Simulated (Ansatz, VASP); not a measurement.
**KMgF3: VASP beside Ansatz**

INCAR

```
SYSTEM = KMgF3
ALGO = Normal
EDIFF = 1E-6
ENCUT = 520
GGA = PS
ISIF = 2
ISMEAR = 0
LASPH = .True.
LCHARG = .False.
LREAL = .False.
LWAVE = .False.
NBANDS = 24
NELM = 60
PREC = Accurate
SIGMA = 0.02
```

KPOINTS

```
k-points
0
Gamma
  6 6 6
  0 0 0
```

File POSCAR:

```
KMgF3
1.0
    4.1197084192      0.0000000000      0.0000000000
    0.0000000000      4.1197084192      0.0000000000
    0.0000000000      0.0000000000      4.1197084192
K Mg F
1 1 3
Direct
    0.5000000000      0.5000000000      0.5000000000
    0.0000000000      0.0000000000      0.0000000000
    0.5000000000      0.0000000000      0.0000000000
    0.0000000000      0.5000000000      0.0000000000
    0.0000000000      0.0000000000      0.5000000000
```

Input for Ansatz:

```yaml
crystal:
  lattice:
    - [4.1197084206, 0.0, 0.0]
    - [0.0, 4.1197084206, 0.0]
    - [0.0, 0.0, 4.1197084206]
  atoms:
    - { symbol: K, position: [0.5, 0.5, 0.5] }
    - { symbol: Mg, position: [0.0, 0.0, 0.0] }
    - { symbol: F, position: [0.5, 0.0, 0.0] }
    - { symbol: F, position: [0.0, 0.5, 0.0] }
    - { symbol: F, position: [0.0, 0.0, 0.5] }
basis:
  ecutwfc: 420
kpoints:
  mp_grid: { grid: [6, 6, 6] }
hamiltonian:
  xc: pbesol
scf:
  occupations: { method: gaussian, width: 0.02 }
output:
  forces: true
  stress: true
  eigenvalues: true
```

Alike in both runs: task single point; functional PBEsol; k mesh 6 × 6 × 6; occupations gaussian, width 0.02 eV; no spin polarisation.

|  | VASP | Ansatz |
| --- | --- | --- |
| version | VASP 6.6.1 | Ansatz 0.2.0 |
| potentials or method | VASP PAW PBE potentials, release 64 (K_sv, Mg, F), cutoff 520 eV | scalar-relativistic, plane waves, PAW |
| valence electrons in the cell | 32 | 40 |

Ansatz gave:

- gap on the k mesh at the Fermi level (eV): 6.46
- least direct gap on the mesh (eV): 6.78
- pressure (GPa): -5.5

Q: Estimate VASP's values.

A: gap on the k mesh at the Fermi level (eV): 6.44; least direct gap on the mesh (eV): 6.76; pressure (GPa): -6.0.

VASP's potentials were made for PBE, not for PBEsol. VASP's potentials hold 32 valence electrons a cell and Ansatz's 40, so a difference there can come from the potentials and not from the codes.
